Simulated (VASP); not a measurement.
# WC in VASP: further runs, part 3 of 3

VASP 6.6.1. The steps go on from the part before.

## (6) Electric field gradients, PBEsol (equal xy, yz and zx shear strains of -1 %)

Input file INCAR:

```
PREC = Accurate ; ENCUT = 520
EDIFF = 1E-8 ; ISMEAR = -1
SIGMA = 0.05 ; LREAL = F
LASPH = T ; NELM = 60
ALGO = Normal ; ISIF = 2
LWAVE = F ; LCHARG = F
GGA = PS ; LEFG = T
NBANDS = 16
```

Input file KPOINTS:

```
Automatic mesh
0
Gamma
  13 13 12
```

Input file POSCAR:

```
WC
1.0
    2.9005014360     -0.0145025072     -0.0145025072
   -1.4628102576      2.5191591809     -0.0053082861
   -0.0141450000     -0.0141450000      2.8290000000
W C
1 1
Direct
    0.0000000000      0.0000000000      0.0000000000
    0.6666666667      0.3333333333      0.5000000000
```

Potentials or basis: VASP PAW PBE potentials, release 64 (W_sv, C).

Launch:

```console
$ cat potpaw_PBE.64/W_sv/POTCAR potpaw_PBE.64/C/POTCAR > POTCAR
$ mpirun -np 1 vasp_std > vasp.out
```

OUTCAR:

```text
PREC = Accurate
   ENCUT = 520
   EDIFF = 1E-8
   ISMEAR = -1
   LREAL = F
   LASPH = T
   NELM = 60
   ISIF = 2
   GGA = PS

 ion  position               nearest neighbor table
   1  0.000  0.000  0.000-   2 2.17   2 2.18   2 2.19   2 2.20   2 2.20   2 2.20
   2  0.667  0.333  0.500-   1 2.17   1 2.18   1 2.19   1 2.20   1 2.20   1 2.20

  LATTYP: Found a triclinic cell.
 ALAT       =     2.9130748371
 B/A-ratio  =     1.7246180512
 C/A-ratio  =     1.3978140531
 COS(alpha) =     0.0001751522
 COS(beta)  =     0.3582391170
 COS(gamma) =     0.8672748744

  Lattice vectors:

 A1 = (   1.4628102576,  -2.5191591809,   0.0053082861)
 A2 = (   0.0251190792,  -5.0238158546,   0.0251190794)
 A3 = (   2.9146464360,  -0.0003575072,  -2.8435025072)

Analysis of symmetry for initial positions (statically):
=====================================================================
 Subroutine PRICEL returns:
 Original cell was already a primitive cell.

 Routine SETGRP: Setting up the symmetry group for a
 triclinic supercell.

 Subroutine GETGRP returns: Found  1 space group operations
 (whereof  1 operations were pure point group operations)
 out of a pool of  2 trial point group operations.

The static configuration has the point symmetry C_1 .

Analysis of symmetry for dynamics (positions and initial velocities):
=====================================================================
 Subroutine PRICEL returns:
 Original cell was already a primitive cell.

 Routine SETGRP: Setting up the symmetry group for a
 triclinic supercell.

 Subroutine GETGRP returns: Found  1 space group operations
 (whereof  1 operations were pure point group operations)
 out of a pool of  2 trial point group operations.

The dynamic configuration has the point symmetry C_1 .

 Subroutine INISYM returns: Found  1 space group operations
 (whereof  1 operations are pure point group operations),
 and found     1 'primitive' translations

----------------------------------------------------------------------------------------

                                     Primitive cell

  volume of cell :      20.6100

  direct lattice vectors                    reciprocal lattice vectors
     2.900501436 -0.014502507 -0.014502507     0.345785610  0.200794474  0.002732900
    -1.462810258  2.519159181 -0.005308286     0.002000622  0.398123770  0.002000622
    -0.014145000 -0.014145000  2.829000000     0.001776380  0.001776380  0.353499559

  length of vectors
     2.900573948  2.913074837  2.829070724     0.399866950  0.398133823  0.353508486

  position of ions in fractional coordinates (direct lattice)
     0.000000000  0.000000000  0.000000000
     0.666666667  0.333333333  0.500000000

  ion indices of the primitive-cell ions
   primitive index   ion index
                 1           1
                 2           2

----------------------------------------------------------------------------------------

 KPOINTS: Automatic mesh
[... 69 lines left out ...]
   LREAL  =      F    real-space projection
   EDIFFG = 0.1E-06   stopping-criterion for IOM
   NSW    =      0    number of steps for IOM
   IBRION =     -1    ionic relax: 0-MD 1-quasi-New 2-CG
   NFREE  =      0    steps in history (QN), initial steepest desc. (CG)
   ISIF   =      2    stress and relaxation
   ISYM   =      2    0-nonsym 1-usesym 2-fastsym
   POTIM  = 0.5000    time-step for ionic-motion
   TEBEG  =    0.0;   TEEND  =   0.0 temperature during run
   PSTRESS=    0.0 pullay stress
   NELECT =      18.0000    total number of electrons
   NUPDOWN=      -1.0000    fix difference up-down
   EMIN   =  10.00;   EMAX   =-10.00  energy-range for DOS
   EFERMI =   0.00;   METHOD = LEGACY
   ISMEAR =    -1;   SIGMA  =   0.05  broadening in eV -4-tet -1-fermi 0-gaus
   EFERMI_NEDOS =   21; number of points for ismear=-14 and -15
   IALGO  =     38    algorithm
   IMIX   =      4    mixing-type and parameters
     AMIX     =   0.40;   BMIX     =  1.00
     AMIX_MAG =   1.60;   BMIX_MAG =  1.00
  volume/ion in A,a.u.               =      10.30        69.54
  Fermi-wavevector in a.u.,A,eV,Ry     =   1.564852  2.957142 33.317433  2.448762
  Thomas-Fermi vector in A             =   2.667415
   LORBIT       =      0    0 simple, 1 ext, 2 COOP (PROOUT), +10 PAW based schemes
   GGA     = PS    functional components
   LHFCALC =     F    Hartree Fock is set to
   AEXX    =    0.0000 exact exchange contribution
   IVDW    =     0    specifies the selected vdW correction
   LEPSILON=     F    determine dielectric tensor
   LRPA    =     F    only Hartree local field effects (RPA)
 non-spin polarized calculation
  energy-cutoff  :      520.00
  volume of cell :       20.61
 maximum number of plane-waves:       574
 NGX is ok and might be reduce to    24
   NGX = 11   NGY = 11   NGZ = 11

 number of electron      18.0000000 magnetization

 Free energy of the ion-electron system (eV)
  ---------------------------------------------------
  ext. energy  EPLUGINS =         0.00000000
  ---------------------------------------------------
  free energy    TOTEN  =       -23.89586987 eV

  energy without entropy =      -23.89323883  energy(sigma->0) =      -23.89455435

 E-fermi :  11.0417     XC(G=0): -13.9655

 val. band max:       11.0390105759   @ k =   0.1538  -0.0769   0.4167
 cond. band min:      11.0541263521   @ k =   0.4615   0.4615   0.5000
 fundamental gap:      0.0151157761
 Fermi energy:        11.0416575464

 k-point     1 :       0.0000    0.0000    0.0000
  band No.  band energies     occupation
      1     -62.8868      2.00000
      2     -26.8720      2.00000
      3     -26.7797      2.00000
      4     -26.7591      2.00000
      5      -3.4503      2.00000
      6       6.6632      2.00000
[... 433 lines left out ...]
      3     -26.9887      2.00000
      4     -26.7825      2.00000
      5      -1.0034      2.00000
      6       4.8090      2.00000
[... 8 lines left out ...]
     15      26.0650      0.00000
     16      28.0826      0.00000

 [... further k-points ...]
[... 5 lines left out ...]
  --------------------------------------------------------------------------------------
  -------------------------------------------------------------------------------------
  Total        0.0793904      0.0800870      0.0691639      0.3199090      0.4185037      0.4186154
  in kB        6.1716542      6.2258061      5.3766657     24.8690930     32.5336530     32.5423348
  external PRESSURE =       5.9247087 kB  Pullay stress =       0.0000000 kB

 VOLUME and BASIS-vectors are now :
 -----------------------------------------------------------------------------
  energy-cutoff  :      520.00
  volume of cell :       20.61
      direct lattice vectors                 reciprocal lattice vectors
     2.900501436 -0.014502507 -0.014502507     0.345785610  0.200794474  0.002732900
    -1.462810258  2.519159181 -0.005308286     0.002000622  0.398123770  0.002000622
    -0.014145000 -0.014145000  2.829000000     0.001776380  0.001776380  0.353499559

 POSITION                                       TOTAL-FORCE (eV/Angst)
 -----------------------------------------------------------------------------------
      0.00000      0.00000      0.00000        -0.064858      0.000464     -0.006473
      1.43899      0.82298      1.40306         0.064858     -0.000464      0.006473
 -----------------------------------------------------------------------------------
    total drift:                                0.000058     -0.000026      0.000009

  FREE ENERGIE OF THE ION-ELECTRON SYSTEM (eV)
  ---------------------------------------------------
  free  energy   TOTEN  =       -23.8958698653 eV

  energy  without entropy=      -23.8932388258  energy(sigma->0) =      -23.89455435

 Electric field gradients (V/A^2)
---------------------------------------------------------------------
 ion       V_xx      V_yy      V_zz      V_xy      V_xz      V_yz
---------------------------------------------------------------------
   1      73.221    73.905  -147.126    -9.542   -21.510   -21.501
   2      -0.090    -0.097     0.187    -0.400    -0.984    -0.983
---------------------------------------------------------------------

 Electric field gradients after diagonalization (V/A^2)
 (convention: |V_zz| > |V_xx| > |V_yy|)
----------------------------------------------------------------------
 ion       V_xx      V_yy      V_zz     asymmetry (V_yy - V_xx)/ V_zz
----------------------------------------------------------------------
   1      83.113    68.306  -151.419       0.098
   2       1.279     0.306    -1.585       0.614
----------------------------------------------------------------------

           NMR quadrupolar parameters

 Cq : quadrupolar parameter    Cq=e*Q*V_zz/h
 eta: asymmetry parameters     (V_yy - V_xx)/ V_zz
 Q  : nuclear electric quadrupole moment in mb (millibarn)
----------------------------------------------------------------------
 ion       Cq(MHz)       eta       Q (mb)
----------------------------------------------------------------------
   1      -0.366       0.098       1.000
   2      -0.004       0.614       1.000
----------------------------------------------------------------------
```

OSZICAR:

```text
N       E                     dE             d eps       ncg     rms          rms(c)
DAV:   1     0.107648181689E+03    0.10765E+03   -0.93703E+03 32576   0.125E+03
DAV:   2    -0.236441723210E+02   -0.13129E+03   -0.12692E+03 38600   0.336E+02
DAV:   3    -0.267868498966E+02   -0.31427E+01   -0.31323E+01 36432   0.494E+01
DAV:   4    -0.268029086540E+02   -0.16059E-01   -0.16058E-01 41952   0.397E+00
DAV:   5    -0.268030248836E+02   -0.11623E-03   -0.11623E-03 36248   0.320E-01    0.335E+01
DAV:   6    -0.239942014424E+02    0.28088E+01   -0.52947E+00 40528   0.249E+01    0.932E+00
DAV:   7    -0.239292700582E+02    0.64931E-01   -0.37345E-01 34400   0.471E+00    0.637E+00
DAV:   8    -0.238969598609E+02    0.32310E-01   -0.63106E-02 37776   0.202E+00    0.921E-01
DAV:   9    -0.238960210113E+02    0.93885E-03   -0.27075E-03 36088   0.393E-01    0.116E-01
DAV:  10    -0.238958712362E+02    0.14978E-03   -0.28534E-04 40656   0.201E-01    0.480E-02
DAV:  11    -0.238958706448E+02    0.59140E-06   -0.14049E-05 37488   0.353E-02    0.814E-03
DAV:  12    -0.238958699158E+02    0.72901E-06   -0.22463E-06 36104   0.121E-02    0.900E-04
DAV:  13    -0.238958698836E+02    0.32158E-07   -0.10568E-07 38528   0.271E-03    0.345E-04
DAV:  14    -0.238958698677E+02    0.15954E-07   -0.15263E-09 21632   0.380E-04    0.441E-05
DAV:  15    -0.238958698653E+02    0.24083E-08   -0.95038E-11 17296   0.112E-04
   1 F= -.23895870E+02 E0= -.23894554E+02  d E =-.263104E-02
```

stdout:

```text
POSCAR found type information on POSCAR W C
 POSCAR found :  2 types and       2 ions
 scaLAPACK will be used
 -----------------------------------------------------------------------------
[... 27 lines left out ...]
     0.0000367     0.2569233     0.6480339     0.6821227     0.6484897    -0.0019160
     0.0000505     0.2569233     0.6480339     0.6821227     0.6484897    -0.0019160
     0.0000695     0.2569233     0.6480339     0.6821227     0.6484897    -0.0019160

     0.0000266     0.4388314     1.0696235     0.7395066     1.0703911    -0.0033044
     0.0000367     0.4388314     1.0696234     0.7395066     1.0703910    -0.0033044
     0.0000505     0.4388313     1.0696233     0.7395066     1.0703909    -0.0033044
     0.0000695     0.4388313     1.0696231     0.7395065     1.0703907    -0.0033044
```

It took 2.4 min on 1 thread of Intel Xeon Platinum 8488C (Sapphire Rapids), shared host; peak memory 0.43 GiB.

Results:

```
Free energy            : -23.8959 eV
Pressure               : 0.6 GPa
Largest force          : 0.065 eV/Å
Band gap on the k mesh : zero (band 9 reaches 11.70 eV, above the bottom of band 10 at 10.52 eV)
```

Forces on the atoms (eV/Å):
```
W   -0.065  0.000 -0.006
C    0.065  0.000  0.006
```

Levels at points of the mesh, in eV from the Fermi level:
| k point | band 6 | band 7 | band 8 | band 9 | band 10 | band 11 | band 12 | band 13 |
| --- | --- | --- | --- | --- | --- | --- | --- | --- |
| (0.00, 0.00, 0.00) | -4.38 | -3.46 | -3.29 | 0.11 | 3.22 | 3.26 | 5.65 | 5.74 |
| (0.00, 0.00, 0.50) | -8.73 | -2.06 | -2.02 | -0.71 | -0.52 | 3.72 | 4.47 | 4.60 |

Electric field gradients, principal values (V/Å²):
```
atom   least  middle  greatest (by size)
 1 W  68.306  83.113            -151.419
 2 C   0.306   1.279              -1.585
```

Caveat: the cell differs from its parent crystal (equal xy, yz and zx shear strains of -1 %); without QUAD_EFG the Cq values of the log hold for a quadrupole moment of 1 mb, not for the nuclei; the PAW data sets were made with another functional, which shifts forces and pressure a little; spin-orbit coupling is left out, which moves the levels of the heavy elements.

## (7) Summary

```csv
cell,gap on the mesh (eV),pressure (GPa),largest force (eV/Å)
"a = 2.910, b = 2.910, c = 2.838 Å, angles 90.0, 90.0, 120.0°, 2 atoms",none,-3.5,-
"a = 2.939, b = 2.939, c = 2.866 Å, angles 90.0, 90.0, 120.0°, 2 atoms",none,-14.4,-
"a = 2.901, b = 2.938, c = 2.830 Å, angles 90.6, 91.7, 121.3°, 2 atoms",none,1.6,0.23
"a = 2.901, b = 2.913, c = 2.829 Å, angles 90.2, 90.6, 120.4°, 2 atoms",none,0.6,0.07
```

Alike in all rows: task electric field gradients; level PBEsol; potentials or basis VASP PAW PBE potentials, release 64 (W_sv, C); no spin polarisation; k mesh 13 × 13 × 12; cutoff (eV) 520; smearing fermi-dirac 0.05 eV.

Caveats: the PAW data sets were made with another functional, which shifts forces and pressure a little; spin-orbit coupling is left out, which moves the levels of the heavy elements.

Absolute energies hang on the potentials; compare differences alone.
